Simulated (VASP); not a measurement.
# LiC18 in VASP: single point with PBEsol

Aim: the single point of LiC18 with PBEsol.

Everything below comes from runs of VASP 6.6.1. Logs are shortened: lines on timing, memory, paths and dates and some standing lists are left out, and cuts for length are marked.

## 1. The cell of the first run

The cell holds a slab with vacuum, 19 atoms: a = 7.398 Å, b = 7.398 Å, c = 13.000 Å, α = 90.00°, β = 90.00°, γ = 120.00°.

## 2. Single point, PBEsol, collinear spin, zero start

INCAR

```
PREC = Accurate
ENCUT = 520
EDIFF = 1E-6
ISMEAR = 0
SIGMA = 0.02
LREAL = Auto
LASPH = T
NELM = 150
ALGO = Normal
ISIF = 2
LWAVE = F
LCHARG = F
ISPIN = 2
MAGMOM = 0 0 0 0 0 0 0 0 0 0 0 0 0 0 0 0 0 0 0
LORBIT = 11
GGA = PS
NBANDS = 56
```

KPOINTS

```
Automatic mesh
0
Gamma
  2 2 1
```

POSCAR

```
LiC18
1.0
    7.3980000000      0.0000000000      0.0000000000
   -3.6990000000      6.4068560000      0.0000000000
    0.0000000000      0.0000000000     13.0000000000
C Li
18 1
Direct
   -0.0012844733     -0.0041296386      0.0781220000
    0.2206822672      0.1068541263      0.0787037692
   -0.0017885783      0.3289705590      0.0783027692
    0.2203942688      0.4394998108      0.0764846154
   -0.0017884724      0.6622667967      0.0783034615
    0.2203932674      0.7739206250      0.0764857692
    0.3319531694     -0.0037208578      0.0779236154
    0.5542113104      0.1074077519      0.0779234615
    0.3319533411      0.3286995993      0.0779233077
    0.5542110614      0.4398289894      0.0779235385
    0.3311847719      0.6621064997      0.0713085385
    0.5549795481      0.7740039732      0.0713434615
    0.6657695049     -0.0033904305      0.0764993846
    0.8879482591      0.1071352314      0.0783096923
    0.6654792336      0.3292526007      0.0786983077
    0.8874451574      0.4402352730      0.0781174615
    0.6657685818      0.6621862580      0.0764982308
    0.8879483456      0.7738388376      0.0783090769
    0.4426826816      0.7178673908      0.2189740000
```

Potentials or basis: VASP PAW PBE potentials, release 64 (C, Li_sv).

Run with:

```
cat potpaw_PBE.64/C/POTCAR potpaw_PBE.64/Li_sv/POTCAR > POTCAR
mpirun -np 1 vasp_std > vasp.out
```

OUTCAR:

```text
PREC = Accurate
   ENCUT = 520
   EDIFF = 1E-6
   ISMEAR = 0
   LREAL = Auto
   LASPH = T
   NELM = 150
   ISIF = 2
   ISPIN = 2
   LORBIT = 11
   GGA = PS

 ion  position               nearest neighbor table
   1  0.999  0.996  0.078-   2 1.42  18 1.42  14 1.42
   2  0.221  0.107  0.079-   9 1.42   7 1.42   1 1.42
   3  0.998  0.329  0.078-  14 1.42  16 1.42   4 1.42
   4  0.220  0.439  0.076-   3 1.42   9 1.42  11 1.43
   5  0.998  0.662  0.078-  18 1.42  16 1.42   6 1.42
   6  0.220  0.774  0.076-   5 1.42   7 1.42  11 1.43
   7  0.332  0.996  0.078-   2 1.42   8 1.42   6 1.42
   8  0.554  0.107  0.078-  15 1.42   7 1.42  13 1.42
   9  0.332  0.329  0.078-   2 1.42  10 1.42   4 1.42
  10  0.554  0.440  0.078-  15 1.42   9 1.42  17 1.42
  11  0.331  0.662  0.071-   6 1.43   4 1.43  12 1.43  19 2.05
  12  0.555  0.774  0.071-  13 1.43  17 1.43  11 1.43  19 2.05
  13  0.666  0.997  0.076-  14 1.42   8 1.42  12 1.43
  14  0.888  0.107  0.078-   3 1.42   1 1.42  13 1.42
  15  0.665  0.329  0.079-  10 1.42   8 1.42  16 1.42
  16  0.887  0.440  0.078-  15 1.42   3 1.42   5 1.42
  17  0.666  0.662  0.076-  18 1.42  10 1.42  12 1.43
  18  0.888  0.774  0.078-   5 1.42   1 1.42  17 1.42
  19  0.443  0.718  0.219-  11 2.05  12 2.05

  LATTYP: Found a hexagonal cell.
 ALAT       =     7.3980000000
 C/A-ratio  =     1.7572316842

  Lattice vectors:

 A1 = (   7.3980000000,   0.0000000000,   0.0000000000)
 A2 = (  -3.6990000000,   6.4068560000,   0.0000000000)
 A3 = (   0.0000000000,   0.0000000000,  13.0000000000)

Analysis of symmetry for initial positions (statically):
=====================================================================
 Subroutine PRICEL returns:
 Original cell was already a primitive cell.

 Routine SETGRP: Setting up the symmetry group for a
 hexagonal supercell.

 Subroutine GETGRP returns: Found  1 space group operations
 (whereof  1 operations were pure point group operations)
 out of a pool of 24 trial point group operations.

The static configuration has the point symmetry C_1 .

Analysis of symmetry for dynamics (positions and initial velocities):
=====================================================================
 Subroutine PRICEL returns:
 Original cell was already a primitive cell.

 Routine SETGRP: Setting up the symmetry group for a
 hexagonal supercell.

 Subroutine GETGRP returns: Found  1 space group operations
 (whereof  1 operations were pure point group operations)
 out of a pool of 24 trial point group operations.

The dynamic configuration has the point symmetry C_1 .

Analysis of structural, dynamic, and magnetic symmetry:
=====================================================================
 Subroutine PRICEL returns:
 Original cell was already a primitive cell.

 Routine SETGRP: Setting up the symmetry group for a
 hexagonal supercell.

 Subroutine GETGRP returns: Found  1 space group operations
 (whereof  1 operations were pure point group operations)
 out of a pool of 24 trial point group operations.

The overall configuration has the point symmetry C_1 .

 Subroutine INISYM returns: Found  1 space group operations
 (whereof  1 operations are pure point group operations),
 and found     1 'primitive' translations

----------------------------------------------------------------------------------------

                                     Primitive cell

  volume of cell :     616.1730

  direct lattice vectors                    reciprocal lattice vectors
     7.398000000  0.000000000  0.000000000     0.135171668  0.078041398  0.000000000
    -3.699000000  6.406856000  0.000000000     0.000000000  0.156082796  0.000000000
     0.000000000  0.000000000 13.000000000     0.000000000  0.000000000  0.076923077

  length of vectors
     7.398000000  7.398000054 13.000000000     0.156082797  0.156082796  0.076923077

  position of ions in fractional coordinates (direct lattice)
     0.998715527  0.995870361  0.078122000
     0.220682267  0.106854126  0.078703769
     0.998211422  0.328970559  0.078302769
     0.220394269  0.439499811  0.076484615
     0.998211528  0.662266797  0.078303461
     0.220393267  0.773920625  0.076485769
[... 11 lines left out ...]
     0.887948346  0.773838838  0.078309077
     0.442682682  0.717867391  0.218974000

  ion indices of the primitive-cell ions
   primitive index   ion index
                 1           1
                 2           2
                 3           3
                 4           4
                 5           5
                 6           6
[... 11 lines left out ...]
                18          18
                19          19

----------------------------------------------------------------------------------------

 KPOINTS: Automatic mesh

Automatic generation of k-mesh.
 Grid dimensions read from file:
 generate k-points for:    2    2    1

 Generating k-lattice:

  Cartesian coordinates                     Fractional coordinates (reciprocal lattice)
     0.067585834  0.039020699  0.000000000     0.500000000 -0.000000000  0.000000000
     0.000000000  0.078041398  0.000000000     0.000000000  0.500000000  0.000000000
     0.000000000  0.000000000  0.076923077     0.000000000  0.000000000  1.000000000

  Length of vectors
     0.078041399  0.078041398  0.076923077

  Shift w.r.t. Gamma in fractional coordinates (k-lattice)
     0.000000000  0.000000000  0.000000000

 Subroutine IBZKPT returns following result:
 ===========================================

 Found      4 irreducible k-points:

 Following reciprocal coordinates:
            Coordinates               Weight
  0.000000  0.000000  0.000000      1.000000
  0.500000  0.000000  0.000000      1.000000
  0.000000  0.500000  0.000000      1.000000
  0.500000  0.500000  0.000000      1.000000
   k-points           NKPTS =      4   k-points in BZ     NKDIM =      4   number of bands    NBANDS=     56
   number of dos      NEDOS =    301   number of ions     NIONS =     19
   total plane-waves  NPLWV = 307328
   dimension x,y,z NGX =    56 NGY =   56 NGZ =   98
   dimension x,y,z NGXF=   112 NGYF=  112 NGZF=  196
   ions per type =              18   1
   NGX,Y,Z   is equivalent  to a cutoff of  12.58, 12.58, 12.53 a.u.
   NGXF,Y,Z  is equivalent  to a cutoff of  25.17, 25.17, 25.06 a.u.
 SYSTEM =  unknown system
   PREC   = accura    normal or accurate (medium, high low for compatibility)
   ISTART =      0    job   : 0-new  1-cont  2-samecut
   ICHARG =      2    charge: 1-file 2-atom 10-const
   ISPIN  =      2    spin polarized calculation?
   LNONCOLLINEAR =      F non collinear calculations
   LSORBIT =      F    spin-orbit coupling
   LASPH  =      T    aspherical Exc in radial PAW
   ENCUT  =  520.0 eV  38.22 Ry    6.18 a.u.  13.76 13.76 24.17*2*pi/ulx,y,z
   NELM   =    150;   NELMIN=  2; NELMDL= -5     # of ELM steps
   EDIFF  = 0.1E-05   stopping-criterion for ELM
   LREAL  =      T    real-space projection
   EDIFFG = 0.1E-04   stopping-criterion for IOM
   NSW    =      0    number of steps for IOM
   IBRION =     -1    ionic relax: 0-MD 1-quasi-New 2-CG
   NFREE  =      0    steps in history (QN), initial steepest desc. (CG)
   ISIF   =      2    stress and relaxation
   ISYM   =      2    0-nonsym 1-usesym 2-fastsym
   POTIM  = 0.5000    time-step for ionic-motion
   TEBEG  =    0.0;   TEEND  =   0.0 temperature during run
   PSTRESS=    0.0 pullay stress
   NELECT =      75.0000    total number of electrons
   NUPDOWN=      -1.0000    fix difference up-down
   EMIN   =  10.00;   EMAX   =-10.00  energy-range for DOS
   EFERMI =   0.00;   METHOD = LEGACY
   ISMEAR =     0;   SIGMA  =   0.02  broadening in eV -4-tet -1-fermi 0-gaus
   EFERMI_NEDOS =   21; number of points for ismear=-14 and -15
   IALGO  =     38    algorithm
   IMIX   =      4    mixing-type and parameters
     AMIX     =   0.40;   BMIX     =  1.00
     AMIX_MAG =   1.60;   BMIX_MAG =  1.00
  volume/ion in A,a.u.               =      32.43       218.85
  Fermi-wavevector in a.u.,A,eV,Ry     =   0.811324  1.533180  8.955991  0.658247
  Thomas-Fermi vector in A             =   1.920663
   LORBIT       =     11    0 simple, 1 ext, 2 COOP (PROOUT), +10 PAW based schemes
   GGA     = PS    functional components
   LHFCALC =     F    Hartree Fock is set to
   AEXX    =    0.0000 exact exchange contribution
   IVDW    =     0    specifies the selected vdW correction
   LEPSILON=     F    determine dielectric tensor
   LRPA    =     F    only Hartree local field effects (RPA)
 spin polarized calculation
 Gauss-broadening in eV      SIGMA  =   0.02
  energy-cutoff  :      520.00
  volume of cell :      616.17
 maximum number of plane-waves:     16651
 NGX is ok and might be reduce to    56
   NGX = 27   NGY = 27   NGZ = 49

 number of electron      74.9999992 magnetization      -0.0000000

 number of electron      74.9999992 magnetization       0.0000000

 Free energy of the ion-electron system (eV)
  ---------------------------------------------------
  ext. energy  EPLUGINS =         0.00000000
  ---------------------------------------------------
  free energy    TOTEN  =      -175.05233468 eV

  energy without entropy =     -175.05233468  energy(sigma->0) =     -175.05233468

 E-fermi :  -0.7853     XC(G=0):  -3.4647

 val. band max:       -0.9411788429   @ k =   0.0000   0.0000   0.0000
 cond. band min:       0.3467130752   @ k =   0.0000   0.0000   0.0000
 fundamental gap:      1.2878919181
 Fermi energy:        -0.7853242126

 spin component 1

 k-point     1 :       0.0000    0.0000    0.0000
  band No.  band energies     occupation
      1     -49.2731      1.00000
      2     -20.3784      1.00000
      3     -17.9489      1.00000
      4     -17.8164      1.00000
      5     -17.7936      1.00000
      6     -17.7140      1.00000
[... 41 lines left out ...]
     48       3.9325      0.00000
     49       4.0803      0.00000
[... 154 lines left out ...]
     48       3.5148      0.00000
     49       3.6914      0.00000
 Fermi energy:        -0.7853242126

 spin component 2

 k-point     1 :       0.0000    0.0000    0.0000
  band No.  band energies     occupation
      1     -49.2731      1.00000
      2     -20.3784      1.00000
      3     -17.9489      1.00000
      4     -17.8164      1.00000
      5     -17.7936      1.00000
      6     -17.7140      1.00000
[... 41 lines left out ...]
     48       3.9325      0.00000
     49       4.0803      0.00000
[... 154 lines left out ...]
     48       3.5150      0.00000
     49       3.6915      0.00000
 [bands above 49 left out]

------------------------ aborting loop because EDIFF is reached ----------------------------------------

  FORCE on cell =-STRESS in cart. coord.  units (eV):
  Direction    XX          YY          ZZ          XY          YZ          ZX
  --------------------------------------------------------------------------------------
  -------------------------------------------------------------------------------------
  Total        1.8331125      1.7810821     -0.1371497      0.0150516     -0.0018475      0.0007592
  in kB        4.7664723      4.6311824     -0.3566177      0.0391373     -0.0048038      0.0019740
  external PRESSURE =       3.0136790 kB  Pullay stress =       0.0000000 kB

 VOLUME and BASIS-vectors are now :
 -----------------------------------------------------------------------------
  energy-cutoff  :      520.00
  volume of cell :      616.17
      direct lattice vectors                 reciprocal lattice vectors
     7.398000000  0.000000000  0.000000000     0.135171668  0.078041398  0.000000000
    -3.699000000  6.406856000  0.000000000     0.000000000  0.156082796  0.000000000
     0.000000000  0.000000000 13.000000000     0.000000000  0.000000000  0.076923077

 POSITION                                       TOTAL-FORCE (eV/Angst)
 -----------------------------------------------------------------------------------
      3.70477      6.38040      1.01559         0.002832      0.008171     -0.002717
      1.23735      0.68460      1.02315         0.002327      0.002767     -0.005889
      6.16791      2.10767      1.01794         0.009581      0.006849      0.000615
      0.00477      2.81581      0.99430        -0.004614     -0.000640     -0.000696
      4.93504      4.24305      1.01794         0.004222     -0.002046     -0.001589
     -1.23226      4.95840      0.99431        -0.002882     -0.004566     -0.001139
[... 11 lines left out ...]
      3.70661      4.95787      1.01802        -0.003791     -0.001333      0.000271
      0.61957      4.59927      2.84666        -0.000210      0.000260      0.053441
 -----------------------------------------------------------------------------------
    total drift:                                0.009975     -0.003763     -0.018191

  FREE ENERGIE OF THE ION-ELECTRON SYSTEM (eV)
  ---------------------------------------------------
  free  energy   TOTEN  =      -175.0523346770 eV

  energy  without entropy=     -175.0523346770  energy(sigma->0) =     -175.05233468

 total charge

# of ion       s       p       d       tot
------------------------------------------
    1        0.857   1.790   0.000   2.646
    2        0.856   1.795   0.000   2.651
    3        0.856   1.793   0.000   2.649
    4        0.855   1.789   0.000   2.644
    5        0.856   1.793   0.000   2.649
    6        0.855   1.789   0.000   2.644
[... 11 lines left out ...]
   18        0.856   1.793   0.000   2.649
   19        2.007   0.048   0.000   2.055
--------------------------------------------------
tot         17.404  32.318   0.000  49.723

 magnetization (x)

# of ion       s       p       d       tot
------------------------------------------
    1        0.000   0.000   0.000   0.000
    2       -0.000   0.000   0.000   0.000
    3        0.000  -0.000   0.000  -0.000
    4        0.000  -0.000   0.000   0.000
    5        0.000  -0.000   0.000  -0.000
    6       -0.000  -0.000   0.000  -0.000
[... 11 lines left out ...]
   18        0.000  -0.000   0.000  -0.000
   19       -0.000  -0.000   0.000  -0.000
--------------------------------------------------
tot         -0.000  -0.000   0.000  -0.000
```

Run time: 12 min. Hardware: 1 thread of AMD EPYC 7R13 (Zen 3), shared host; peak memory 0.88 GiB.

Results:

- Free energy: -175.0523 eV
- Largest force: 0.053 eV/Å
- Net moment: 0.00 μB per cell
- Valence electrons inside the program's atomic spheres: C 2.65, 2.64, 2.66 (each value once); Li 2.06

Forces on the atoms (eV/Å):
```
C    0.003  0.008 -0.003
C    0.002  0.003 -0.006
C    0.010  0.007  0.001
C   -0.005 -0.001 -0.001
C    0.004 -0.002 -0.002
C   -0.003 -0.005 -0.001
C    0.003 -0.001  0.006
C   -0.003 -0.004  0.006
C   -0.007  0.007  0.004
C   -0.008 -0.001  0.003
C   -0.002 -0.008 -0.028
C    0.001 -0.002 -0.027
C    0.004  0.004 -0.001
C    0.003  0.002 -0.001
C   -0.002 -0.003 -0.006
C    0.002  0.001  0.000
C    0.001 -0.003  0.000
C   -0.004 -0.001  0.000
Li   0.000  0.000  0.053
```

Levels at points of the mesh, in eV from the Fermi level:
Spin up:
```tsv
k point	band 34	band 35	band 36	band 37	band 38	band 39	band 40	band 41
(0.00, 0.00, 0.00)	-3.04	-3.04	-0.31	-0.27	-0.16	-0.16	1.13	3.22
(0.50, 0.00, 0.00)	-2.98	-2.90	-2.78	-2.51	1.26	1.59	2.06	2.11
(0.00, 0.50, 0.00)	-3.01	-2.84	-2.81	-2.50	1.26	1.45	2.07	2.28
(0.50, 0.50, 0.00)	-3.01	-2.84	-2.81	-2.50	1.26	1.45	2.07	2.28
```
Spin down:
| k point | band 35 | band 36 | band 37 | band 38 | band 39 | band 40 |
| --- | --- | --- | --- | --- | --- | --- |
| (0.00, 0.00, 0.00) | -3.04 | -0.31 | -0.27 | -0.16 | -0.16 | 1.13 |
| (0.50, 0.00, 0.00) | -2.90 | -2.78 | -2.51 | 1.26 | 1.59 | 2.06 |
| (0.00, 0.50, 0.00) | -2.84 | -2.81 | -2.50 | 1.26 | 1.45 | 2.07 |
| (0.50, 0.50, 0.00) | -2.84 | -2.81 | -2.50 | 1.26 | 1.45 | 2.07 |

Caveat: the k points lie up to 0.49 Å⁻¹ apart; the cutoff is under 1.25 times the usual one of these potentials, so pressure, stress and relaxed cells hold a basis-set (Pulay) error; there is no dipole correction, which matters where the two faces differ; no moment was typed at the start, so none could form; the PAW data sets were made with another functional, which shifts forces and pressure a little.
